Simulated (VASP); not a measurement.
# SnSe (CsCl type) (Pm-3m) in VASP: notebook

SnSe (CsCl type) is run at these levels: PBE; tasks: single point, relaxation of cell and atoms.

Everything below comes from runs of VASP 6.6.1. Logs are shortened: lines on timing, memory, paths and dates and some standing lists are left out, and cuts for length are marked.

## (1) The cell of the first run

Symmetry: Pm-3m, No. 221, cubic system. The conventional cell has a = 3.589 Å, b = 3.589 Å, c = 3.589 Å, α = 90.00°, β = 90.00°, γ = 90.00°. Within 4.1 Å of Sn (site symmetry m-3m) lie 8 Se at 3.11 Å and 6 Sn at 3.59 Å. Within 4.1 Å of Se (site symmetry m-3m) lie 8 Sn at 3.11 Å and 6 Se at 3.59 Å.

## (2) Single point, PBE

INCAR

```
SYSTEM = SnSe
PREC = Accurate
ENCUT = 520
EDIFF = 1E-6
ISMEAR = -1
SIGMA = 0.05
LREAL = .False.
LASPH = .True.
NELM = 100
ALGO = Normal
ISIF = 2
LWAVE = .False.
LCHARG = .False.
GGA = PE
NBANDS = 17
```

KPOINTS

```
regular mesh
0
Gamma
  13 13 13
  0 0 0
```

POSCAR

```
SnSe
1.0
    3.5889826977      0.0000000000      0.0000000000
    0.0000000000      3.5889826977      0.0000000000
    0.0000000000      0.0000000000      3.5889826977
Sn Se
1 1
Direct
    0.0000000000      0.0000000000      0.0000000000
    0.5000000000      0.5000000000      0.5000000000
```

Potentials or basis: VASP PAW PBE potentials, release 64 (Sn_d, Se).

The run is started by

```console
cat potpaw_PBE.64/Sn_d/POTCAR potpaw_PBE.64/Se/POTCAR > POTCAR
mpirun -np 1 vasp_std > vasp.out
```

OUTCAR:

```text
SYSTEM = SnSe
   PREC = Accurate
   ENCUT = 520
   EDIFF = 1E-6
   ISMEAR = -1
   LREAL = .False.
   LASPH = .True.
   NELM = 100
   ISIF = 2
   GGA = PE

 ion  position               nearest neighbor table
   1  0.000  0.000  0.000-   2 3.11   2 3.11   2 3.11   2 3.11   2 3.11   2 3.11   2 3.11   2 3.11

   2  0.500  0.500  0.500-   1 3.11   1 3.11   1 3.11   1 3.11   1 3.11   1 3.11   1 3.11   1 3.11

  LATTYP: Found a simple cubic cell.
 ALAT       =     3.5889826977

  Lattice vectors:

 A1 = (   3.5889826977,   0.0000000000,   0.0000000000)
 A2 = (   0.0000000000,   3.5889826977,   0.0000000000)
 A3 = (   0.0000000000,   0.0000000000,   3.5889826977)

Analysis of symmetry for initial positions (statically):
=====================================================================
 Subroutine PRICEL returns:
 Original cell was already a primitive cell.

 Routine SETGRP: Setting up the symmetry group for a
 simple cubic supercell.

 Subroutine GETGRP returns: Found 48 space group operations
 (whereof 48 operations were pure point group operations)
 out of a pool of 48 trial point group operations.

The static configuration has the point symmetry O_h .

Analysis of symmetry for dynamics (positions and initial velocities):
=====================================================================
 Subroutine PRICEL returns:
 Original cell was already a primitive cell.

 Routine SETGRP: Setting up the symmetry group for a
 simple cubic supercell.

 Subroutine GETGRP returns: Found 48 space group operations
 (whereof 48 operations were pure point group operations)
 out of a pool of 48 trial point group operations.

The dynamic configuration has the point symmetry O_h .

 Subroutine INISYM returns: Found 48 space group operations
 (whereof 48 operations are pure point group operations),
 and found     1 'primitive' translations

----------------------------------------------------------------------------------------

                                     Primitive cell

  volume of cell :      46.2290

  direct lattice vectors                    reciprocal lattice vectors
     3.588982698  0.000000000  0.000000000     0.278630488  0.000000000  0.000000000
     0.000000000  3.588982698  0.000000000     0.000000000  0.278630488  0.000000000
     0.000000000  0.000000000  3.588982698     0.000000000  0.000000000  0.278630488

  length of vectors
     3.588982698  3.588982698  3.588982698     0.278630488  0.278630488  0.278630488
[... 79 lines left out ...]
   ENCUT  =  520.0 eV  38.22 Ry    6.18 a.u.   6.67  6.67  6.67*2*pi/ulx,y,z
   NELM   =    100;   NELMIN=  2; NELMDL= -5     # of ELM steps
   EDIFF  = 0.1E-05   stopping-criterion for ELM
   LREAL  =      F    real-space projection
   EDIFFG = 0.1E-04   stopping-criterion for IOM
   NSW    =      0    number of steps for IOM
   IBRION =     -1    ionic relax: 0-MD 1-quasi-New 2-CG
   NFREE  =      0    steps in history (QN), initial steepest desc. (CG)
   ISIF   =      2    stress and relaxation
   ISYM   =      2    0-nonsym 1-usesym 2-fastsym
   POTIM  = 0.5000    time-step for ionic-motion
   TEBEG  =    0.0;   TEEND  =   0.0 temperature during run
   PSTRESS=    0.0 pullay stress
   NELECT =      20.0000    total number of electrons
   NUPDOWN=      -1.0000    fix difference up-down
   EMIN   =  10.00;   EMAX   =-10.00  energy-range for DOS
   EFERMI =   0.00;   METHOD = LEGACY
   ISMEAR =    -1;   SIGMA  =   0.05  broadening in eV -4-tet -1-fermi 0-gaus
   EFERMI_NEDOS =   21; number of points for ismear=-14 and -15
   IALGO  =     38    algorithm
   IMIX   =      4    mixing-type and parameters
     AMIX     =   0.40;   BMIX     =  1.00
     AMIX_MAG =   1.60;   BMIX_MAG =  1.00
  volume/ion in A,a.u.               =      23.11       155.98
  Fermi-wavevector in a.u.,A,eV,Ry     =   1.238170  2.339801 20.858601  1.533064
  Thomas-Fermi vector in A             =   2.372706
   LORBIT       =      0    0 simple, 1 ext, 2 COOP (PROOUT), +10 PAW based schemes
   GGA     = PE    functional components
   LHFCALC =     F    Hartree Fock is set to
   AEXX    =    0.0000 exact exchange contribution
   IVDW    =     0    specifies the selected vdW correction
   LEPSILON=     F    determine dielectric tensor
   LRPA    =     F    only Hartree local field effects (RPA)
 non-spin polarized calculation
  energy-cutoff  :      520.00
  volume of cell :       46.23
 maximum number of plane-waves:      1262
 NGX is ok and might be reduce to    28
   NGX = 13   NGY = 13   NGZ = 13

 number of electron      20.0000003 magnetization

 Free energy of the ion-electron system (eV)
  ---------------------------------------------------
  ext. energy  EPLUGINS =         0.00000000
  ---------------------------------------------------
  free energy    TOTEN  =        -7.67366943 eV

  energy without entropy =       -7.66450490  energy(sigma->0) =       -7.66908716

 E-fermi :   7.1752     XC(G=0): -10.5333

 val. band max:        7.1751775318   @ k =   0.4615   0.4615   0.3846
 cond. band min:       7.1928148684   @ k =   0.3846   0.3846   0.3077
 fundamental gap:      0.0176373366
 Fermi energy:         7.1751831693

 k-point     1 :       0.0000    0.0000    0.0000
  band No.  band energies     occupation
      1     -14.4875      2.00000
      2     -14.4875      2.00000
      3     -14.3942      2.00000
      4     -14.3942      2.00000
      5     -14.3942      2.00000
      6      -7.1301      2.00000
[... 457 lines left out ...]
      4     -14.4085      2.00000
      5     -14.3937      2.00000
      6      -5.6129      2.00000
[... 9 lines left out ...]
     16      17.0095      0.00000
     17      18.2510      0.00000

 [... further k-points ...]

------------------------ aborting loop because EDIFF is reached ----------------------------------------

  FORCE on cell =-STRESS in cart. coord.  units (eV):
  Direction    XX          YY          ZZ          XY          YZ          ZX
  --------------------------------------------------------------------------------------
  -------------------------------------------------------------------------------------
  Total        1.1873024      1.1873024      1.1873024     -0.0000000     -0.0000000      0.0000000
  in kB       41.1488633     41.1488633     41.1488633     -0.0000000     -0.0000000      0.0000000
  external PRESSURE =      41.1488633 kB  Pullay stress =       0.0000000 kB

 VOLUME and BASIS-vectors are now :
 -----------------------------------------------------------------------------
  energy-cutoff  :      520.00
  volume of cell :       46.23
      direct lattice vectors                 reciprocal lattice vectors
     3.588982698  0.000000000  0.000000000     0.278630488  0.000000000  0.000000000
     0.000000000  3.588982698  0.000000000     0.000000000  0.278630488  0.000000000
     0.000000000  0.000000000  3.588982698     0.000000000  0.000000000  0.278630488

 POSITION                                       TOTAL-FORCE (eV/Angst)
 -----------------------------------------------------------------------------------
      0.00000      0.00000      0.00000         0.000000      0.000000      0.000000
      1.79449      1.79449      1.79449         0.000000      0.000000      0.000000
 -----------------------------------------------------------------------------------
    total drift:                               -0.000000      0.000000     -0.000000

  FREE ENERGIE OF THE ION-ELECTRON SYSTEM (eV)
  ---------------------------------------------------
  free  energy   TOTEN  =        -7.6736694328 eV

  energy  without entropy=       -7.6645048955  energy(sigma->0) =       -7.66908716
```

stdout:

```text
POSCAR found type information on POSCAR SnSe
 POSCAR found :  2 types and       2 ions
 scaLAPACK will be used
 LDA part: xc-table for (Slater+PW92), standard interpolation
 POSCAR, INCAR and KPOINTS ok, starting setup
 FFT: planning ... GRIDC
 FFT: planning ... GRID_SOFT
 FFT: planning ... GRID
 WAVECAR not read
 entering main loop
```

Wall time 18 s (1 thread of Intel Xeon 6975P-C (Granite Rapids), shared host); peak memory 0.2 GiB.

Results:

| Property | Result |
| --- | --- |
| Free energy | -7.6737 eV |
| Pressure | 4.1 GPa |
| Band gap on the k mesh | zero (band 10 reaches 7.54 eV, above the bottom of band 11 at 5.94 eV) |

Caveat: spin-orbit coupling is left out, which moves the levels of the heavy elements.

## (3) Single point, PBE

INCAR

```
ALGO = Normal
EDIFF = 1E-6
ENCUT = 520
GGA = PE
ISIF = 2
ISMEAR = -1
LASPH = T
LCHARG = F
LREAL = F
LWAVE = F
NBANDS = 17
NELM = 100
PREC = Accurate
SIGMA = 0.05
```

KPOINTS

```
k-points
0
Gamma
  13 13 13
```

POSCAR is that of step 2.

Potentials or basis: VASP PAW PBE potentials, release 64 (Sn_d, Se).

The run is started by

```console
cat potpaw_PBE.64/Sn_d/POTCAR potpaw_PBE.64/Se/POTCAR > POTCAR
mpirun -np 1 vasp_std > vasp.out
```

It took 18 s on 1 thread of Intel Xeon 6975P-C (Granite Rapids), shared host; peak memory 0.2 GiB.

Results (log left out):

```yaml
Free_energy: -7.6737 eV
Pressure: 4.1 GPa
Band_gap_on_the_k_mesh: zero (band 10 reaches 7.54 eV, above the bottom of band 11 at 5.94 eV)
```

Levels at points of the mesh, in eV from the Fermi level:
| k point | band 6 | band 7 | band 8 | band 9 | band 10 | band 11 | band 12 | band 13 | band 14 | band 15 |
| --- | --- | --- | --- | --- | --- | --- | --- | --- | --- | --- |
| (0.00, 0.00, 0.00) | -14.31 | -5.64 | -2.16 | -2.16 | -2.16 | 4.16 | 4.16 | 6.50 | 6.50 | 6.50 |

Caveat: spin-orbit coupling is left out, which moves the levels of the heavy elements.

## (4) Relaxation of cell and atoms, PBE, target pressure 4.1 GPa, at which the enthalpy is minimised

INCAR

```
SYSTEM = SnSe
ALGO = Normal ; EDIFF = 1E-6
EDIFFG = -0.005 ; ENCUT = 600
GGA = PE ; IBRION = 2
ISIF = 3 ; ISMEAR = -1
LASPH = .TRUE. ; LCHARG = .FALSE.
LREAL = .FALSE. ; LWAVE = .FALSE.
NELM = 60 ; NSW = 32
PREC = Accurate ; PSTRESS = 41.0
SIGMA = 0.05
```

KPOINTS

```
k-points
0
G
  13 13 13
  0 0 0
```

POSCAR is that of step 3.

The run is started by

```console
cat potpaw_PBE.64/Sn_d/POTCAR potpaw_PBE.64/Se/POTCAR > POTCAR
mpirun -np 1 vasp_std > vasp.out
```

It took 21 s on 1 thread of Intel Xeon 6975P-C (Granite Rapids), shared host; peak memory 0.22 GiB.

It converged, with:

```yaml
Free_energy: -7.6737 eV
Pressure_after_relaxing: 4.1 GPa
Band_gap_on_the_k_mesh: zero (band 10 reaches 7.54 eV, above the bottom of band 11 at 5.94 eV)
```

Final structure:
```yaml
crystal:
  lattice:
    - [3.58898, 0.00000, 0.00000]
    - [0.00000, 3.58898, 0.00000]
    - [0.00000, 0.00000, 3.58898]
  atoms:
    - { symbol: Sn, position: [0.00000, 0.00000, 0.00000] }
    - { symbol: Se, position: [0.50000, 0.50000, 0.50000] }
```

Levels at points of the mesh, in eV from the Fermi level:
```csv
k point,band 7,band 8,band 9,band 10,band 11,band 12,band 13,band 14
"(0.00, 0.00, 0.00)",-5.64,-2.16,-2.16,-2.16,4.16,4.16,6.50,6.50
```

Caveat: the relaxation stopped at its first step, so nothing moved; the cell is relaxed towards a set pressure, so the enthalpy falls and the energy may rise; spin-orbit coupling is left out, which moves the levels of the heavy elements.
